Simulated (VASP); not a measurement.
# W (P6_3/mmc) in VASP: single point with r2SCAN

Aim: the single point of W with r2SCAN.

All numbers are computed with VASP 6.6.1; they aren't measurements. Logs are shortened: lines on timing, memory, paths and dates and some standing lists are left out, and cuts for length are marked.

## 1. The cell of the first run

The structure is hexagonal, space group P6_3/mmc (No. 194). The conventional cell has a = 2.757 Å, b = 2.757 Å, c = 4.956 Å, α = 90.00°, β = 90.00°, γ = 120.00°. Within 3.6 Å of W (site symmetry -6m2) lie 12 W at 2.76 to 2.94 Å.

This isn't the form of W at room conditions, which is bcc.

## 2. Single point, r2SCAN

The input, POSCAR:

```
W
1.0
    2.7565853102      0.0000000000      0.0000000000
   -1.3782926551      2.3872729063      0.0000000000
    0.0000000000      0.0000000000      4.9555014514
W
2
Direct
    0.3333333333      0.6666666667      0.2500000000
    0.6666666667      0.3333333333      0.7500000000
```

The input, INCAR.step1:

```
PREC = Accurate
ENCUT = 520
ISMEAR = -1
SIGMA = 0.1
LREAL = False
LASPH = True
NELM = 80
NBANDS = 21
GGA = PE
ALGO = Normal
EDIFF = 1E-4
LWAVE = True
LCHARG = False
```

The input, INCAR.step2:

```
PREC = Accurate
ENCUT = 520
EDIFF = 1E-6
ISMEAR = -1
SIGMA = 0.1
LREAL = False
LASPH = True
NELM = 80
ALGO = Normal
ISIF = 2
LWAVE = False
LCHARG = False
METAGGA = R2SCAN
LMIXTAU = True
NBANDS = 21
ISTART = 1
```

The input, KPOINTS:

```
regular mesh
0
Gamma
  7 7 4
```

Potentials or basis: VASP PAW PBE potentials, release 64 (W_sv).

On the command line:

```bash
cat potpaw_PBE.64/W_sv/POTCAR > POTCAR
cp INCAR.step1 INCAR
mpirun -np 1 vasp_std > vasp.out
cp INCAR.step2 INCAR
mpirun -np 1 vasp_std > vasp.out
```

OUTCAR:

```text
PREC = Accurate
   ENCUT = 520
   EDIFF = 1E-6
   ISMEAR = -1
   LREAL = False
   LASPH = True
   NELM = 80
   ISIF = 2
   METAGGA = R2SCAN
   ISTART = 1

 ion  position               nearest neighbor table
   1  0.333  0.667  0.250-   2 2.94   2 2.94   2 2.94   2 2.94   2 2.94   2 2.94
   2  0.667  0.333  0.750-   1 2.94   1 2.94   1 2.94   1 2.94   1 2.94   1 2.94

  LATTYP: Found a hexagonal cell.
 ALAT       =     2.7565853102
 C/A-ratio  =     1.7976956610

  Lattice vectors:

 A1 = (   2.7565853102,   0.0000000000,   0.0000000000)
 A2 = (  -1.3782926551,   2.3872729063,   0.0000000000)
 A3 = (   0.0000000000,   0.0000000000,   4.9555014514)

Analysis of symmetry for initial positions (statically):
=====================================================================
 Subroutine PRICEL returns:
 Original cell was already a primitive cell.

 Routine SETGRP: Setting up the symmetry group for a
 hexagonal supercell.

 Subroutine GETGRP returns: Found 24 space group operations
 (whereof 12 operations were pure point group operations)
 out of a pool of 24 trial point group operations.

The static configuration has the point symmetry D_3d.
 The point group associated with its full space group is D_6h.

Analysis of symmetry for dynamics (positions and initial velocities):
=====================================================================
 Subroutine PRICEL returns:
 Original cell was already a primitive cell.

 Routine SETGRP: Setting up the symmetry group for a
 hexagonal supercell.

 Subroutine GETGRP returns: Found 24 space group operations
 (whereof 12 operations were pure point group operations)
 out of a pool of 24 trial point group operations.

The dynamic configuration has the point symmetry D_3d.
 The point group associated with its full space group is D_6h.

 Subroutine INISYM returns: Found 24 space group operations
 (whereof 12 operations are pure point group operations),
 and found     1 'primitive' translations

----------------------------------------------------------------------------------------

                                     Primitive cell

  volume of cell :      32.6108

  direct lattice vectors                    reciprocal lattice vectors
     2.756585310  0.000000000  0.000000000     0.362767659  0.209444006  0.000000000
    -1.378292655  2.387272906  0.000000000     0.000000000  0.418888011  0.000000000
     0.000000000  0.000000000  4.955501451     0.000000000  0.000000000  0.201795925

  length of vectors
     2.756585310  2.756585310  4.955501451     0.418888011  0.418888011  0.201795925

  position of ions in fractional coordinates (direct lattice)
     0.333333333  0.666666667  0.250000000
     0.666666667  0.333333333  0.750000000

  ion indices of the primitive-cell ions
   primitive index   ion index
                 1           1
                 2           2

----------------------------------------------------------------------------------------

 KPOINTS: regular mesh

Automatic generation of k-mesh.
 Grid dimensions read from file:
 generate k-points for:    7    7    4

 Generating k-lattice:

  Cartesian coordinates                     Fractional coordinates (reciprocal lattice)
     0.051823951  0.029920572  0.000000000     0.142857143  0.000000000  0.000000000
     0.000000000  0.059841144  0.000000000     0.000000000  0.142857143  0.000000000
     0.000000000  0.000000000  0.050448981     0.000000000  0.000000000  0.250000000

  Length of vectors
     0.059841144  0.059841144  0.050448981

  Shift w.r.t. Gamma in fractional coordinates (k-lattice)
     0.000000000  0.000000000  0.000000000

 Subroutine IBZKPT returns following result:
 ===========================================

 Found     24 irreducible k-points:

 Following reciprocal coordinates:
            Coordinates               Weight
  0.000000  0.000000  0.000000      1.000000
  0.142857  0.000000  0.000000      6.000000
  0.285714  0.000000  0.000000      6.000000
  0.428571  0.000000  0.000000      6.000000
  0.142857  0.142857  0.000000      6.000000
  0.285714  0.142857  0.000000     12.000000
[... 16 lines left out ...]
  0.428571  0.142857  0.500000      6.000000
  0.285714  0.285714  0.500000      6.000000
   k-points           NKPTS =     24   k-points in BZ     NKDIM =     24   number of bands    NBANDS=     21
   number of dos      NEDOS =    301   number of ions     NIONS =      2
   total plane-waves  NPLWV =  23040
   dimension x,y,z NGX =    24 NGY =   24 NGZ =   40
   dimension x,y,z NGXF=    48 NGYF=   48 NGZF=   80
   ions per type =               2
   NGX,Y,Z   is equivalent  to a cutoff of  14.47, 14.47, 13.42 a.u.
   NGXF,Y,Z  is equivalent  to a cutoff of  28.95, 28.95, 26.84 a.u.
 SYSTEM =  unknown system
   PREC   = accura    normal or accurate (medium, high low for compatibility)
   ISTART =      1    job   : 0-new  1-cont  2-samecut
   ICHARG =      0    charge: 1-file 2-atom 10-const
   ISPIN  =      1    spin polarized calculation?
   LNONCOLLINEAR =      F non collinear calculations
   LSORBIT =      F    spin-orbit coupling
   LASPH  =      T    aspherical Exc in radial PAW
   ENCUT  =  520.0 eV  38.22 Ry    6.18 a.u.   5.13  5.13  9.21*2*pi/ulx,y,z
   NELM   =     80;   NELMIN=  2; NELMDL=  0     # of ELM steps
   EDIFF  = 0.1E-05   stopping-criterion for ELM
   LREAL  =      F    real-space projection
   EDIFFG = 0.1E-04   stopping-criterion for IOM
   NSW    =      0    number of steps for IOM
   IBRION =     -1    ionic relax: 0-MD 1-quasi-New 2-CG
   NFREE  =      0    steps in history (QN), initial steepest desc. (CG)
   ISIF   =      2    stress and relaxation
   ISYM   =      2    0-nonsym 1-usesym 2-fastsym
   POTIM  = 0.5000    time-step for ionic-motion
   TEBEG  =    0.0;   TEEND  =   0.0 temperature during run
   PSTRESS=    0.0 pullay stress
   NELECT =      28.0000    total number of electrons
   NUPDOWN=      -1.0000    fix difference up-down
   EMIN   =  10.00;   EMAX   =-10.00  energy-range for DOS
   EFERMI =   0.00;   METHOD = LEGACY
   ISMEAR =    -1;   SIGMA  =   0.10  broadening in eV -4-tet -1-fermi 0-gaus
   EFERMI_NEDOS =   21; number of points for ismear=-14 and -15
   IALGO  =     38    algorithm
   IMIX   =      4    mixing-type and parameters
     AMIX     =   0.40;   BMIX     =  1.00
     AMIX_MAG =   1.60;   BMIX_MAG =  1.00
  volume/ion in A,a.u.               =      16.31       110.03
  Fermi-wavevector in a.u.,A,eV,Ry     =   1.555991  2.940397 32.941183  2.421109
  Thomas-Fermi vector in A             =   2.659852
   LORBIT       =      0    0 simple, 1 ext, 2 COOP (PROOUT), +10 PAW based schemes
   METAGGA = R2SCAN    functional components
   LHFCALC =     F    Hartree Fock is set to
   AEXX    =    0.0000 exact exchange contribution
   IVDW    =     0    specifies the selected vdW correction
   LEPSILON=     F    determine dielectric tensor
   LRPA    =     F    only Hartree local field effects (RPA)
 non-spin polarized calculation
  energy-cutoff  :      520.00
  volume of cell :       32.61
 maximum number of plane-waves:       891
 NGX is ok and might be reduce to    24
   NGX = 11   NGY = 11   NGZ = 19

 number of electron      28.0000000 magnetization

 Free energy of the ion-electron system (eV)
  ---------------------------------------------------
  ext. energy  EPLUGINS =         0.00000000
  ---------------------------------------------------
  free energy    TOTEN  =      -101.60691457 eV

  energy without entropy =     -101.54786024  energy(sigma->0) =     -101.57738741

 E-fermi :  10.5662     XC(G=0): -14.7519

 val. band max:       10.5283194959   @ k =   0.2857   0.2857   0.0000
 cond. band min:      10.5688081020   @ k =   0.2857   0.1429   0.0000
 fundamental gap:      0.0404886061
 Fermi energy:        10.5662346203

 k-point     1 :       0.0000    0.0000    0.0000
  band No.  band energies     occupation
      1     -65.1593      2.00000
      2     -65.0794      2.00000
      3     -29.2536      2.00000
      4     -28.2783      2.00000
      5     -28.0598      2.00000
      6     -28.0598      2.00000
[... 13 lines left out ...]
     20      15.1730      0.00000
     21      19.7990      0.00000

 k-point     2 :       0.1429    0.0000    0.0000
  band No.  band energies     occupation
      1     -65.1327      2.00000
      2     -65.0599      2.00000
      3     -29.1761      2.00000
      4     -28.3133      2.00000
      5     -28.2860      2.00000
      6     -28.2208      2.00000
[... 13 lines left out ...]
     20      16.8554      0.00000
     21      19.6064      0.00000

 k-point     3 :       0.2857    0.0000    0.0000
  band No.  band energies     occupation
      1     -65.0713      2.00000
      2     -65.0173      2.00000
      3     -28.9803      2.00000
      4     -28.8669      2.00000
      5     -28.7595      2.00000
      6     -28.3234      2.00000
[... 13 lines left out ...]
     20      18.9408      0.00000
     21      19.5258      0.00000

 k-point     4 :       0.4286    0.0000    0.0000
  band No.  band energies     occupation
      1     -65.0178      2.00000
      2     -64.9868      2.00000
      3     -29.2930      2.00000
      4     -29.1636      2.00000
      5     -28.7736      2.00000
      6     -28.4012      2.00000
[... 13 lines left out ...]
     20      18.9384      0.00000
     21      21.3973      0.00000

 k-point     5 :       0.1429    0.1429    0.0000
  band No.  band energies     occupation
      1     -65.0887      2.00000
      2     -65.0288      2.00000
      3     -29.0389      2.00000
      4     -28.6471      2.00000
      5     -28.6230      2.00000
      6     -28.3090      2.00000
[... 13 lines left out ...]
     20      19.1285      0.00000
     21      19.1868      0.00000
[... 382 lines left out ...]
     20      14.5719      0.00000
     21      24.7541      0.00000

 k-point    22 :       0.2857    0.1429    0.5000
  band No.  band energies     occupation
      1     -65.0117      2.00000
      2     -65.0117      2.00000
      3     -29.1214      2.00000
      4     -29.1214      2.00000
      5     -28.5453      2.00000
      6     -28.5453      2.00000
[... 13 lines left out ...]
     20      16.5035      0.00000
     21      23.7144      0.00000

 k-point    23 :       0.4286    0.1429    0.5000
  band No.  band energies     occupation
      1     -64.9906      2.00000
      2     -64.9906      2.00000
      3     -29.2792      2.00000
      4     -29.2792      2.00000
      5     -28.5671      2.00000
      6     -28.5671      2.00000
[... 13 lines left out ...]
     20      18.3743      0.00000
     21      21.8321      0.00000

 k-point    24 :       0.2857    0.2857    0.5000
  band No.  band energies     occupation
      1     -64.9854      2.00000
      2     -64.9854      2.00000
      3     -29.1194      2.00000
      4     -29.1194      2.00000
      5     -28.7717      2.00000
      6     -28.7717      2.00000
[... 13 lines left out ...]
     20      19.5507      0.00000
     21      21.8044      0.00000

------------------------ aborting loop because EDIFF is reached ----------------------------------------

  FORCE on cell =-STRESS in cart. coord.  units (eV):
  Direction    XX          YY          ZZ          XY          YZ          ZX
  --------------------------------------------------------------------------------------
  -------------------------------------------------------------------------------------
  Total       -0.0148682     -0.0148682      0.5591762      0.0000000      0.0000000      0.0000000
  in kB       -0.7304805     -0.7304805     27.4724967      0.0000000      0.0000000      0.0000000
  external PRESSURE =       8.6705119 kB  Pullay stress =       0.0000000 kB

 VOLUME and BASIS-vectors are now :
 -----------------------------------------------------------------------------
  energy-cutoff  :      520.00
  volume of cell :       32.61
      direct lattice vectors                 reciprocal lattice vectors
     2.756585310  0.000000000  0.000000000     0.362767659  0.209444006  0.000000000
    -1.378292655  2.387272906  0.000000000     0.000000000  0.418888011  0.000000000
     0.000000000  0.000000000  4.955501451     0.000000000  0.000000000  0.201795925

 POSITION                                       TOTAL-FORCE (eV/Angst)
 -----------------------------------------------------------------------------------
     -0.00000      1.59152      1.23888         0.000000     -0.000000      0.000000
      1.37829      0.79576      3.71663        -0.000000      0.000000      0.000000
 -----------------------------------------------------------------------------------
    total drift:                               -0.000000      0.000000     -0.000000

  FREE ENERGIE OF THE ION-ELECTRON SYSTEM (eV)
  ---------------------------------------------------
  free  energy   TOTEN  =      -101.6069145742 eV

  energy  without entropy=     -101.5478602434  energy(sigma->0) =     -101.57738741
```

It took 44 s on 1 thread of Intel Xeon Platinum 8488C (Sapphire Rapids), shared host; peak memory 0.16 GiB.

What came out:

```yaml
Free_energy: -101.6069 eV
Pressure: 0.9 GPa
Band_gap_on_the_k_mesh: zero (bands 14 and 15 overlap by 1.27 eV)
```

Caveat: the k points lie up to 0.38 Å⁻¹ apart, too coarse for converged energies and pressures of a metal; the PAW data sets were made with another functional, which shifts forces and pressure a little; spin-orbit coupling is left out, which moves the levels of the heavy elements.

The gap in the log of VASP goes by the Fermi energy; the results here count the filled bands.